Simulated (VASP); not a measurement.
# Cu in VASP: single point with PBE

Aim: the single point of Cu with PBE.

Everything below comes from runs of VASP 6.6.1. Logs are shortened: lines on timing, memory, paths and dates and some standing lists are left out, and cuts for length are marked.

## (1) The cell of the first run

The cell holds a slab with vacuum, 12 atoms: a = 4.446 Å, b = 4.446 Å, c = 23.287 Å, α = 90.00°, β = 90.00°, γ = 120.00°.

## (2) Single point, PBE

Input file INCAR:

```
SYSTEM = Cu
PREC = Accurate
ENCUT = 520
EDIFF = 1E-6
ISMEAR = 0
SIGMA = 0.1
LREAL = .FALSE.
LASPH = .TRUE.
NELM = 60
ALGO = Fast
ISIF = 2
LWAVE = .FALSE.
LCHARG = .FALSE.
LDIPOL = .TRUE.
IDIPOL = 3
DIPOL = 0.5 0.5 0.500
GGA = PE
NBANDS = 78
```

Input file KPOINTS:

```
regular mesh
0
G
  9 9 1
  0 0 0
```

Input file POSCAR:

```
Cu
1.0
    4.4455155601      0.0000000000      0.0000000000
   -2.2227577801      3.8499294080      0.0000000000
    0.0000000000      0.0000000000     23.2869083969
Cu
12
Direct
    0.0000000000      0.3333333333      0.3650119567
    0.3333333333      0.0000000000      0.3650119567
    0.6666666667      0.6666666667      0.3650119567
    0.3333333333      0.3333333333      0.4550039856
    0.6666666667      0.0000000000      0.4550039856
    0.0000000000      0.6666666667      0.4550039856
    0.6666666667      0.3333333333      0.5444446848
    0.0000000000      0.0000000000      0.5444446848
    0.3333333333      0.6666666667      0.5444446848
    0.0000000000      0.3333333333      0.6338063932
    0.3333333333      0.0000000000      0.6338063932
    0.6666666667      0.6666666667      0.6338063932
```

Potentials or basis: VASP PAW PBE potentials, release 64 (Cu).

Started as:

```
$ cat potpaw_PBE.64/Cu/POTCAR > POTCAR
$ mpirun -np 1 vasp_std > vasp.out
```

OUTCAR:

```text
SYSTEM = Cu
   PREC = Accurate
   ENCUT = 520
   EDIFF = 1E-6
   ISMEAR = 0
   LREAL = .FALSE.
   LASPH = .TRUE.
   NELM = 60
   ISIF = 2
   GGA = PE

 ion  position               nearest neighbor table
   1  0.000  0.333  0.365-   2 2.57   3 2.57   3 2.57   2 2.57   3 2.57   2 2.57   4 2.57   5 2.57
                             6 2.57
   2  0.333  0.000  0.365-   3 2.57   1 2.57   1 2.57   3 2.57   1 2.57   3 2.57   6 2.57   4 2.57
                             5 2.57
   3  0.667  0.667  0.365-   2 2.57   1 2.57   1 2.57   2 2.57   1 2.57   2 2.57   6 2.57   5 2.57
                             4 2.57
   4  0.333  0.333  0.455-   8 2.56   7 2.56   9 2.56   5 2.57   6 2.57   6 2.57   6 2.57   5 2.57
                             5 2.57   1 2.57   2 2.57   3 2.57
   5  0.667  0.000  0.455-   8 2.56   7 2.56   9 2.56   4 2.57   6 2.57   6 2.57   4 2.57   4 2.57
                             6 2.57   1 2.57   3 2.57   2 2.57
   6  0.000  0.667  0.455-   9 2.56   8 2.56   7 2.56   5 2.57   4 2.57   5 2.57   4 2.57   4 2.57
                             5 2.57   3 2.57   2 2.57   1 2.57
   7  0.667  0.333  0.544-  10 2.55  11 2.55  12 2.55   5 2.56   6 2.56   4 2.56   9 2.57   8 2.57
                             9 2.57   8 2.57   8 2.57   9 2.57
   8  0.000  0.000  0.544-  11 2.55  12 2.55  10 2.55   5 2.56   4 2.56   6 2.56   9 2.57   7 2.57
                             7 2.57   9 2.57   7 2.57   9 2.57
   9  0.333  0.667  0.544-  11 2.55  10 2.55  12 2.55   6 2.56   5 2.56   4 2.56   7 2.57   8 2.57
[... 14 lines left out ...]
 A1 = (   4.4455155601,   0.0000000000,   0.0000000000)
 A2 = (  -2.2227577801,   3.8499294080,   0.0000000000)
 A3 = (   0.0000000000,   0.0000000000,  23.2869083969)

Analysis of symmetry for initial positions (statically):
=====================================================================
 Subroutine PRICEL returns following result:

  LATTYP: Found a hexagonal cell.
 ALAT       =     2.5666196050
 C/A-ratio  =     9.0729878129

  Lattice vectors:

 A1 = (  -2.2227577796,  -1.2833098029,   0.0000000000)
 A2 = (   2.2227577798,  -1.2833098025,   0.0000000000)
 A3 = (   0.0000000000,   0.0000000000,  23.2869083969)

   3 primitive cells build up your supercell.

 Routine SETGRP: Setting up the symmetry group for a
 hexagonal supercell.

 Subroutine GETGRP returns: Found  6 space group operations
 (whereof  6 operations were pure point group operations)
 out of a pool of 24 trial point group operations.

The static configuration has the point symmetry C_3v.

Analysis of symmetry for dynamics (positions and initial velocities):
=====================================================================
 Subroutine PRICEL returns following result:

  LATTYP: Found a hexagonal cell.
 ALAT       =     2.5666196050
 C/A-ratio  =     9.0729878129

  Lattice vectors:

 A1 = (  -2.2227577796,  -1.2833098029,   0.0000000000)
 A2 = (   2.2227577798,  -1.2833098025,   0.0000000000)
 A3 = (   0.0000000000,   0.0000000000,  23.2869083969)

   3 primitive cells build up your supercell.

 Routine SETGRP: Setting up the symmetry group for a
 hexagonal supercell.

 Subroutine GETGRP returns: Found  6 space group operations
 (whereof  6 operations were pure point group operations)
 out of a pool of 24 trial point group operations.

The dynamic configuration has the point symmetry C_3v.

 Subroutine INISYM returns: Found  6 space group operations
 (whereof  6 operations are pure point group operations),
 and found     3 'primitive' translations

----------------------------------------------------------------------------------------

                                     Primitive cell

  volume of cell :     132.8512

  direct lattice vectors                    reciprocal lattice vectors
    -2.222757780 -1.283309803  0.000000000    -0.224945788 -0.389617533  0.000000000
     2.222757780 -1.283309803  0.000000000     0.224945788 -0.389617533  0.000000000
     0.000000000  0.000000000 23.286908397     0.000000000  0.000000000  0.042942583

  length of vectors
     2.566619605  2.566619605 23.286908397     0.449891576  0.449891576  0.042942583
[... 28 lines left out ...]

  Length of vectors
     0.028860558  0.028860558  0.042942583

  Shift w.r.t. Gamma in fractional coordinates (k-lattice)
     0.000000000  0.000000000  0.000000000

 Subroutine IBZKPT returns following result:
 ===========================================

 Found     12 irreducible k-points:

 Following reciprocal coordinates:
            Coordinates               Weight
  0.000000  0.000000  0.000000      1.000000
  0.111111 -0.000000  0.000000      6.000000
  0.222222  0.000000  0.000000      6.000000
  0.333333 -0.000000  0.000000      6.000000
  0.444444  0.000000  0.000000      6.000000
  0.111111  0.111111  0.000000      6.000000
  0.222222  0.111111  0.000000     12.000000
  0.333333  0.111111  0.000000     12.000000
  0.444444  0.111111  0.000000      6.000000
  0.222222  0.222222  0.000000      6.000000
  0.333333  0.222222  0.000000     12.000000
  0.333333  0.333333  0.000000      2.000000
   k-points           NKPTS =     12   k-points in BZ     NKDIM =     12   number of bands    NBANDS=     78
   number of dos      NEDOS =    301   number of ions     NIONS =     12
   total plane-waves  NPLWV = 233280
   dimension x,y,z NGX =    36 NGY =   36 NGZ =  180
   dimension x,y,z NGXF=    72 NGYF=   72 NGZF=  360
   ions per type =              12
   NGX,Y,Z   is equivalent  to a cutoff of  13.46, 13.46, 12.85 a.u.
   NGXF,Y,Z  is equivalent  to a cutoff of  26.93, 26.93, 25.70 a.u.
 SYSTEM =  Cu
   PREC   = accura    normal or accurate (medium, high low for compatibility)
   ISTART =      0    job   : 0-new  1-cont  2-samecut
   ICHARG =      2    charge: 1-file 2-atom 10-const
   ISPIN  =      1    spin polarized calculation?
   LNONCOLLINEAR =      F non collinear calculations
   LSORBIT =      F    spin-orbit coupling
   LASPH  =      T    aspherical Exc in radial PAW
   ENCUT  =  520.0 eV  38.22 Ry    6.18 a.u.   8.27  8.27 43.30*2*pi/ulx,y,z
   NELM   =     60;   NELMIN=  2; NELMDL= -5     # of ELM steps
   EDIFF  = 0.1E-05   stopping-criterion for ELM
   LREAL  =      F    real-space projection
   EDIFFG = 0.1E-04   stopping-criterion for IOM
   NSW    =      0    number of steps for IOM
   IBRION =     -1    ionic relax: 0-MD 1-quasi-New 2-CG
   NFREE  =      0    steps in history (QN), initial steepest desc. (CG)
   ISIF   =      2    stress and relaxation
   ISYM   =      2    0-nonsym 1-usesym 2-fastsym
   POTIM  = 0.5000    time-step for ionic-motion
   TEBEG  =    0.0;   TEEND  =   0.0 temperature during run
   PSTRESS=    0.0 pullay stress
   NELECT =     132.0000    total number of electrons
   NUPDOWN=      -1.0000    fix difference up-down
   EMIN   =  10.00;   EMAX   =-10.00  energy-range for DOS
   EFERMI =   0.00;   METHOD = LEGACY
   ISMEAR =     0;   SIGMA  =   0.10  broadening in eV -4-tet -1-fermi 0-gaus
   EFERMI_NEDOS =   21; number of points for ismear=-14 and -15
   IALGO  =     68    algorithm
   IMIX   =      4    mixing-type and parameters
     AMIX     =   0.40;   BMIX     =  1.00
     AMIX_MAG =   1.60;   BMIX_MAG =  1.00
  volume/ion in A,a.u.               =      33.21       224.13
  Fermi-wavevector in a.u.,A,eV,Ry     =   1.132671  2.140438 17.455517  1.282944
  Thomas-Fermi vector in A             =   2.269373
   LORBIT       =      0    0 simple, 1 ext, 2 COOP (PROOUT), +10 PAW based schemes
   GGA     = PE    functional components
   LHFCALC =     F    Hartree Fock is set to
   AEXX    =    0.0000 exact exchange contribution
   IVDW    =     0    specifies the selected vdW correction
   LEPSILON=     F    determine dielectric tensor
   LRPA    =     F    only Hartree local field effects (RPA)
 non-spin polarized calculation
 RMM-DIIS sequential band-by-band and
 Gauss-broadening in eV      SIGMA  =   0.10
  energy-cutoff  :      520.00
  volume of cell :      398.55
 maximum number of plane-waves:     10773
 NGX is ok and might be reduce to    36
   NGX = 17   NGY = 17   NGZ = 87

 dipolmoment           0.000000      0.000000      0.000777 electrons x Angstroem

 number of electron     131.9999892 magnetization

 dipolmoment           0.000000      0.000000     -0.000711 electrons x Angstroem

 Free energy of the ion-electron system (eV)
  ---------------------------------------------------
  ext. energy  EPLUGINS =         0.00000000
  ---------------------------------------------------
  free energy    TOTEN  =       -41.97624895 eV

  energy without entropy =      -41.95626142  energy(sigma->0) =      -41.96625519

 E-fermi :  -0.2932     XC(G=0):  -5.3299

 val. band max:       -0.3467617319   @ k =   0.2222   0.1111   0.0000
 cond. band min:      -0.2076787272   @ k =   0.2222   0.1111   0.0000
 fundamental gap:      0.1390830047
 Fermi energy:        -0.2932291898

 k-point     1 :       0.0000    0.0000    0.0000
  band No.  band energies     occupation
      1      -9.1906      2.00000
      2      -7.8908      2.00000
      3      -6.2312      2.00000
      4      -5.4139      2.00000
      5      -4.2614      2.00000
      6      -4.2614      2.00000
[... 961 lines left out ...]
     77       6.4276      0.00000
     78       6.4276      0.00000

------------------------ aborting loop because EDIFF is reached ----------------------------------------

 vacuum level on the upper side and lower side of the slab       (xc-potential included)        -0.128        -0.120

  FORCE on cell =-STRESS in cart. coord.  units (eV):
  Direction    XX          YY          ZZ          XY          YZ          ZX
  --------------------------------------------------------------------------------------
  -------------------------------------------------------------------------------------
  Total       -3.3037245     -3.3037245     -0.0424283      0.0000000      0.0000000     -0.0000000
  in kB      -13.2809051    -13.2809051     -0.1705608      0.0000000      0.0000000     -0.0000000
  external PRESSURE =      -8.9107903 kB  Pullay stress =       0.0000000 kB

 VOLUME and BASIS-vectors are now :
 -----------------------------------------------------------------------------
  energy-cutoff  :      520.00
  volume of cell :      398.55
      direct lattice vectors                 reciprocal lattice vectors
     4.445515560  0.000000000  0.000000000     0.224945788  0.129872511  0.000000000
    -2.222757780  3.849929408  0.000000000     0.000000000  0.259745022  0.000000000
     0.000000000  0.000000000 23.286908397     0.000000000  0.000000000  0.042942583

 POSITION                                       TOTAL-FORCE (eV/Angst)
 -----------------------------------------------------------------------------------
     -0.74092      1.28331      8.50000        -0.000000     -0.000000      0.033557
      1.48184      0.00000      8.50000        -0.000000      0.000000      0.033557
      1.48184      2.56662      8.50000         0.000000      0.000000      0.033557
      0.74092      1.28331     10.59564        -0.000000     -0.000000     -0.053450
      2.96368      0.00000     10.59564         0.000000     -0.000000     -0.053450
     -1.48184      2.56662     10.59564         0.000000     -0.000000     -0.053450
      2.22276      1.28331     12.67843         0.000000     -0.000000     -0.000245
      0.00000      0.00000     12.67843         0.000000     -0.000000     -0.000245
     -0.00000      2.56662     12.67843        -0.000000     -0.000000     -0.000245
     -0.74092      1.28331     14.75939         0.000000      0.000000      0.020137
      1.48184      0.00000     14.75939        -0.000000      0.000000      0.020137
      1.48184      2.56662     14.75939        -0.000000      0.000000      0.020137
 -----------------------------------------------------------------------------------
    total drift:                               -0.000000     -0.000000      0.004569

  FREE ENERGIE OF THE ION-ELECTRON SYSTEM (eV)
  ---------------------------------------------------
  free  energy   TOTEN  =       -41.9762489547 eV

  energy  without entropy=      -41.9562614244  energy(sigma->0) =      -41.96625519

 vacuum level on the upper side and lower side of the slab         4.343         4.351
```

Run time: 17 min. Hardware: 1 thread of Oxide Virtual Turin-like, shared host; peak memory 0.6 GiB.

What came out:

```yaml
Free_energy: -41.9762 eV
Largest_force: 0.053 eV/Å
Band_gap_on_the_k_mesh: zero (bands 66 and 67 overlap by 4.21 eV)
```

Forces in eV/Å, atoms in the order of the input:
```
Cu   0.000  0.000  0.034
Cu   0.000  0.000  0.034
Cu   0.000  0.000  0.034
Cu   0.000  0.000 -0.053
Cu   0.000  0.000 -0.053
Cu   0.000  0.000 -0.053
Cu   0.000  0.000  0.000
Cu   0.000  0.000  0.000
Cu   0.000  0.000  0.000
Cu   0.000  0.000  0.020
Cu   0.000  0.000  0.020
Cu   0.000  0.000  0.020
```

The gap in the log of VASP goes by the Fermi energy; the results here count the filled bands.